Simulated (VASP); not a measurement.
The system is BiS2.

```
CELL_PARAMETERS angstrom
6.28217 0.02145 -0.05799
0.02050 6.00031 -0.02954
-0.03580 -0.01908 3.91306
ATOMIC_POSITIONS crystal
Bi 0.47069 0.52620 0.52374
Bi 0.99356 0.99854 0.99504
S 0.69566 0.05864 0.48349
S 0.32215 0.93970 0.53969
S 0.18795 0.41091 0.99353
S 0.83587 0.55622 0.00908
```

```yaml
Program: VASP 6.6.1
Task: relaxation of cell and atoms
Functional: PBEsol
Potentials_or_basis: VASP PAW PBE potentials, release 64 (Bi_d, S)
Cutoff: 600 eV
k_mesh: 4 × 4 × 4
Occupations: fermi-dirac, width 0.05 eV
Spin: no spin polarisation
```

At the start: pressure 0.1 GPa; volume 24.58 Å³/atom.

Question: Where does the relaxation end?

Answer: Over 54 steps the energy falls by 85.6 meV/atom and the volume is 23.38 Å³/atom (-4.9 %); space group P1 (No. 1, to 0.1 Å) before, P2_1/c (No. 14, to 0.1 Å).

The path:
```tsv
step	energy change (eV)	largest force (eV/Å)	pressure (GPa)	volume (Å³)
1	0.0000	1.2295	0.08	147.49
3	-0.1703	0.4110	-0.43	147.93
5	-0.2128	0.2789	0.41	145.86
7	-0.2282	0.1728	-0.68	147.33
9	-0.2433	0.1931	0.21	144.87
11	-0.2539	0.1074	-0.11	145.48
13	-0.2574	0.0707	0.26	144.99
15	-0.2603	0.0728	-0.23	146.11
17	-0.2689	0.2294	0.11	145.31
19	-0.2699	0.3018	0.24	145.01
21	-0.2742	0.3424	0.25	144.94
23	-0.2910	0.5093	0.21	144.56
25	-0.2919	0.5390	0.20	144.48
27	-0.3105	0.5419	-0.08	144.48
29	-0.3121	0.5378	-0.18	144.48
31	-0.3509	0.3988	0.01	144.00
33	-0.3824	0.3670	0.28	143.42
35	-0.4444	0.3271	-1.25	144.73
37	-0.4838	0.2157	0.35	140.39
39	-0.4966	0.1562	-0.09	140.72
41	-0.5069	0.1317	0.03	140.28
43	-0.5101	0.0554	-0.14	140.34
45	-0.5123	0.0352	0.15	139.75
47	-0.5128	0.0312	-0.06	140.18
49	-0.5132	0.0228	-0.01	140.15
51	-0.5132	0.0240	0.00	140.14
53	-0.5133	0.0113	0.04	140.11
54	-0.5134	0.0093	-0.03	140.30
```

Final structure:
```xyz
6
Lattice="5.9312 -0.0028 -0.5610 -0.0001 6.0291 0.0004 -0.3431 -0.0012 3.9560" Properties=species:S:1:pos:R:3 pbc="T T T"
Bi    2.7987    3.0058    1.7238
Bi    0.0004    6.0188    0.0311
S     3.7972    0.4117    1.2621
S     1.7909    5.5948    2.1947
S     0.6685    2.5771    3.5159
S     4.9334    3.4245   -0.0658
```

Caveat: the k points lie up to 0.40 Å⁻¹ apart in the final cell, too coarse for converged energies and pressures of a metal; the PAW data sets were made with another functional, which shifts forces and pressure a little.
